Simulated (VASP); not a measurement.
# ZnS (P6_3mc) in VASP: further runs

ZnS is run at these levels: PBE; tasks: single point.

Program: VASP 6.6.1. These are calculated values, not measurements. Logs are shortened: lines on timing, memory, paths and dates and some standing lists are left out, and cuts for length are marked.

## (1) The cell of the first run

The structure is hexagonal, space group P6_3mc (No. 186). Conventional cell: a = 4.023 Å, b = 4.023 Å, c = 5.594 Å, α = 90.00°, β = 90.00°, γ = 120.00°. Within 2.8 Å of Zn (site symmetry 3m) lie 4 S at 2.15 to 2.41 Å. S (site symmetry 3m) has 4 Zn at 2.15 to 2.41 Å within 2.8 Å.

## (2) Single point, PBE

The input, INCAR:

```
SYSTEM = ZnS
  PREC = Accurate
  ENCUT = 520
  EDIFF = 1E-6
  ISMEAR = 0
  SIGMA = 0.05
  LREAL = .FALSE.
  LASPH = .TRUE.
  NELM = 80
  ALGO = Normal
  ISIF = 2
  LWAVE = .FALSE.
  LCHARG = .TRUE.
  GGA = PE
  LELF = .TRUE.
  LVHAR = .TRUE.
  NBANDS = 26
```

The input, KPOINTS:

```
Automatic mesh
0
G
  12 12 6
  0 0 0
```

The input, POSCAR:

```
ZnS
1.0
    4.0231463824      0.0000000000      0.0000000000
   -2.0115731912      3.4841469703      0.0000000000
    0.0000000000      0.0000000000      5.5938748836
Zn S
2 2
Direct
    0.3333333333      0.6666666667      0.0000000000
    0.6666666667      0.3333333333      0.5000000000
    0.3333333333      0.6666666667      0.3850000000
    0.6666666667      0.3333333333      0.8850000000
```

Potentials or basis: VASP PAW PBE potentials, release 64 (Zn, S).

Launch:

```
$ cat potpaw_PBE.64/Zn/POTCAR potpaw_PBE.64/S/POTCAR > POTCAR
$ mpirun -np 1 vasp_std > vasp.out
```

OUTCAR:

```text
SYSTEM = ZnS
   PREC = Accurate
   ENCUT = 520
   EDIFF = 1E-6
   ISMEAR = 0
   LREAL = .FALSE.
   LASPH = .TRUE.
   NELM = 80
   ISIF = 2
   GGA = PE

 ion  position               nearest neighbor table
   1  0.333  0.667  0.000-   3 2.15   4 2.41   4 2.41   4 2.41
   2  0.667  0.333  0.500-   4 2.15   3 2.41   3 2.41   3 2.41
   3  0.333  0.667  0.385-   1 2.15   2 2.41   2 2.41   2 2.41
   4  0.667  0.333  0.885-   2 2.15   1 2.41   1 2.41   1 2.41

  LATTYP: Found a hexagonal cell.
 ALAT       =     4.0231463824
 C/A-ratio  =     1.3904229058

  Lattice vectors:

 A1 = (   4.0231463824,   0.0000000000,   0.0000000000)
 A2 = (  -2.0115731912,   3.4841469703,   0.0000000000)
 A3 = (   0.0000000000,   0.0000000000,   5.5938748836)

Analysis of symmetry for initial positions (statically):
=====================================================================
 Subroutine PRICEL returns:
 Original cell was already a primitive cell.

 Routine SETGRP: Setting up the symmetry group for a
 hexagonal supercell.

 Subroutine GETGRP returns: Found 12 space group operations
 (whereof  6 operations were pure point group operations)
 out of a pool of 24 trial point group operations.

The static configuration has the point symmetry C_3v.
 The point group associated with its full space group is C_6v.

Analysis of symmetry for dynamics (positions and initial velocities):
=====================================================================
 Subroutine PRICEL returns:
 Original cell was already a primitive cell.

 Routine SETGRP: Setting up the symmetry group for a
 hexagonal supercell.

 Subroutine GETGRP returns: Found 12 space group operations
 (whereof  6 operations were pure point group operations)
 out of a pool of 24 trial point group operations.

The dynamic configuration has the point symmetry C_3v.
 The point group associated with its full space group is C_6v.

 Subroutine INISYM returns: Found 12 space group operations
 (whereof  6 operations are pure point group operations),
 and found     1 'primitive' translations

----------------------------------------------------------------------------------------

                                     Primitive cell

  volume of cell :      78.4106

  direct lattice vectors                    reciprocal lattice vectors
[... 77 lines left out ...]
   dimension x,y,z NGXF=    60 NGYF=   60 NGZF=   84
   ions per type =               2   2
   NGX,Y,Z   is equivalent  to a cutoff of  12.40, 12.40, 12.48 a.u.
   NGXF,Y,Z  is equivalent  to a cutoff of  24.79, 24.79, 24.96 a.u.
 SYSTEM =  ZnS
   PREC   = accura    normal or accurate (medium, high low for compatibility)
   ISTART =      0    job   : 0-new  1-cont  2-samecut
   ICHARG =      2    charge: 1-file 2-atom 10-const
   ISPIN  =      1    spin polarized calculation?
   LNONCOLLINEAR =      F non collinear calculations
   LSORBIT =      F    spin-orbit coupling
   LASPH  =      T    aspherical Exc in radial PAW
   ENCUT  =  520.0 eV  38.22 Ry    6.18 a.u.   7.48  7.48 10.40*2*pi/ulx,y,z
   NELM   =     80;   NELMIN=  2; NELMDL= -5     # of ELM steps
   EDIFF  = 0.1E-05   stopping-criterion for ELM
   LREAL  =      F    real-space projection
[... 7 lines left out ...]
   TEBEG  =    0.0;   TEEND  =   0.0 temperature during run
   PSTRESS=    0.0 pullay stress
   NELECT =      36.0000    total number of electrons
   NUPDOWN=      -1.0000    fix difference up-down
   EMIN   =  10.00;   EMAX   =-10.00  energy-range for DOS
   EFERMI =   0.00;   METHOD = LEGACY
   ISMEAR =     0;   SIGMA  =   0.05  broadening in eV -4-tet -1-fermi 0-gaus
   EFERMI_NEDOS =   21; number of points for ismear=-14 and -15
   IALGO  =     38    algorithm
   IMIX   =      4    mixing-type and parameters
     AMIX     =   0.40;   BMIX     =  1.00
     AMIX_MAG =   1.60;   BMIX_MAG =  1.00
  volume/ion in A,a.u.               =      19.60       132.29
  Fermi-wavevector in a.u.,A,eV,Ry     =   1.262944  2.386617 21.701656  1.595027
  Thomas-Fermi vector in A             =   2.396326
   LORBIT       =      0    0 simple, 1 ext, 2 COOP (PROOUT), +10 PAW based schemes
   GGA     = PE    functional components
   LHFCALC =     F    Hartree Fock is set to
   AEXX    =    0.0000 exact exchange contribution
   IVDW    =     0    specifies the selected vdW correction
   LEPSILON=     F    determine dielectric tensor
   LRPA    =     F    only Hartree local field effects (RPA)
 non-spin polarized calculation
 Gauss-broadening in eV      SIGMA  =   0.05
  energy-cutoff  :      520.00
  volume of cell :       78.41
 maximum number of plane-waves:      2134
 NGX is ok and might be reduce to    30
   NGX = 15   NGY = 15   NGZ = 21

 number of electron      36.0000024 magnetization

 Free energy of the ion-electron system (eV)
  ---------------------------------------------------
  ext. energy  EPLUGINS =         0.00000000
  ---------------------------------------------------
  free energy    TOTEN  =       -13.11906482 eV

  energy without entropy =      -13.11906482  energy(sigma->0) =      -13.11906482

 E-fermi :   2.5253     XC(G=0):  -9.6352

 val. band max:        2.2576502662   @ k =   0.0000   0.0000   0.0000
 cond. band min:       4.0548356040   @ k =   0.0000   0.0000   0.0000
 fundamental gap:      1.7971853378
 Fermi energy:         2.5252674911

 k-point     1 :       0.0000    0.0000    0.0000
  band No.  band energies     occupation
      1     -11.0669      2.00000
      2      -9.7517      2.00000
      3      -4.2479      2.00000
      4      -4.1606      2.00000
      5      -4.1606      2.00000
      6      -4.0461      2.00000
[... 685 lines left out ...]
     25      11.7002      0.00000
     26      11.8610      0.00000

 [... further k-points ...]
[... 5 lines left out ...]
  --------------------------------------------------------------------------------------
  -------------------------------------------------------------------------------------
  Total       -1.5361072     -1.5361072     10.1778303      0.0000000      0.0000000      0.0000000
  in kB      -31.3875232    -31.3875232    207.9652341      0.0000000      0.0000000      0.0000000
  external PRESSURE =      48.3967292 kB  Pullay stress =       0.0000000 kB

 VOLUME and BASIS-vectors are now :
 -----------------------------------------------------------------------------
  energy-cutoff  :      520.00
  volume of cell :       78.41
      direct lattice vectors                 reciprocal lattice vectors
     4.023146382  0.000000000  0.000000000     0.248561674  0.143507149  0.000000000
    -2.011573191  3.484146970  0.000000000     0.000000000  0.287014299  0.000000000
     0.000000000  0.000000000  5.593874884     0.000000000  0.000000000  0.178766959

 POSITION                                       TOTAL-FORCE (eV/Angst)
 -----------------------------------------------------------------------------------
     -0.00000      2.32276      0.00000        -0.000000      0.000000     -1.318982
      2.01157      1.16138      2.79694         0.000000      0.000000     -1.318982
     -0.00000      2.32276      2.15364         0.000000     -0.000000      1.318982
      2.01157      1.16138      4.95058        -0.000000      0.000000      1.318982
 -----------------------------------------------------------------------------------
    total drift:                               -0.000000     -0.000000     -0.000764

  FREE ENERGIE OF THE ION-ELECTRON SYSTEM (eV)
  ---------------------------------------------------
  free  energy   TOTEN  =       -13.1190648215 eV

  energy  without entropy=      -13.1190648215  energy(sigma->0) =      -13.11906482
```

OSZICAR:

```text
N       E                     dE             d eps       ncg     rms          rms(c)
DAV:   1     0.247501513866E+03    0.24750E+03   -0.17099E+04  3960   0.168E+03
DAV:   2     0.111370067533E+02   -0.23636E+03   -0.22605E+03  4050   0.352E+02
DAV:   3    -0.134733046718E+02   -0.24610E+02   -0.24370E+02  4796   0.113E+02
DAV:   4    -0.140717722484E+02   -0.59847E+00   -0.59722E+00  4666   0.177E+01
DAV:   5    -0.140808559989E+02   -0.90838E-02   -0.90812E-02  4844   0.214E+00    0.107E+01
DAV:   6    -0.131396725086E+02    0.94118E+00   -0.17227E+00  6064   0.380E+01    0.807E+00
DAV:   7    -0.131260792362E+02    0.13593E-01   -0.13752E+00  4190   0.683E+00    0.358E+00
DAV:   8    -0.131182903413E+02    0.77889E-02   -0.43835E-02  4742   0.191E+00    0.115E+00
DAV:   9    -0.131187201940E+02   -0.42985E-03   -0.10231E-02  5318   0.129E+00    0.259E-01
DAV:  10    -0.131188460014E+02   -0.12581E-03   -0.69138E-04  4632   0.362E-01    0.935E-02
DAV:  11    -0.131190592059E+02   -0.21320E-03   -0.33098E-04  4136   0.154E-01    0.484E-02
DAV:  12    -0.131190605710E+02   -0.13651E-05   -0.34883E-05  4904   0.813E-02    0.166E-02
DAV:  13    -0.131190630988E+02   -0.25277E-05   -0.55505E-06  4234   0.153E-02    0.170E-02
DAV:  14    -0.131190648750E+02   -0.17763E-05   -0.31844E-06  3750   0.840E-03    0.378E-03
DAV:  15    -0.131190648215E+02    0.53532E-07   -0.16394E-07  3016   0.320E-03
   1 F= -.13119065E+02 E0= -.13119065E+02  d E =-.118138E-16
```

Run time: 2.4 min. Hardware: 1 thread of Intel Xeon Platinum 8259CL at 2.50GHz (Skylake/Cascade Lake), shared host; peak memory 0.27 GiB.

Results:

| Property | Result |
| --- | --- |
| Free energy | -13.1191 eV |
| Pressure | 4.8 GPa |
| Largest force | 1.319 eV/Å |
| Band gap on the k mesh | 1.80 eV |

Forces on the atoms (eV/Å):
```
Zn   0.000  0.000 -1.319
Zn   0.000  0.000 -1.319
S    0.000  0.000  1.319
S    0.000  0.000  1.319
```

Levels at points of the mesh, in eV from the valence-band top:
| k point | band 15 | band 16 | band 17 | band 18 | band 19 | band 20 | band 21 | band 22 |
| --- | --- | --- | --- | --- | --- | --- | --- | --- |
| (0.00, 0.00, 0.00) | -1.58 | -0.20 | -0.20 | 0.00 | 1.80 | 2.08 | 5.60 | 5.60 |
| (0.50, 0.00, 0.00) | -3.36 | -2.81 | -1.75 | -0.80 | 2.82 | 4.32 | 5.80 | 6.61 |
| (0.00, 0.00, 0.50) | -0.91 | -0.91 | -0.91 | -0.91 | 3.04 | 3.04 | 6.02 | 6.02 |
| (0.50, 0.00, 0.50) | -1.89 | -1.89 | -1.12 | -1.12 | 3.64 | 3.64 | 5.73 | 5.73 |

Caveat: the stress differs along the axes, from -3 to 21 GPa; forces of over 1 eV/Å act on the atoms, so gaps and moduli don't describe the material at rest. A k mesh can miss the band edges.

(Part 1 of 2 ends here.)
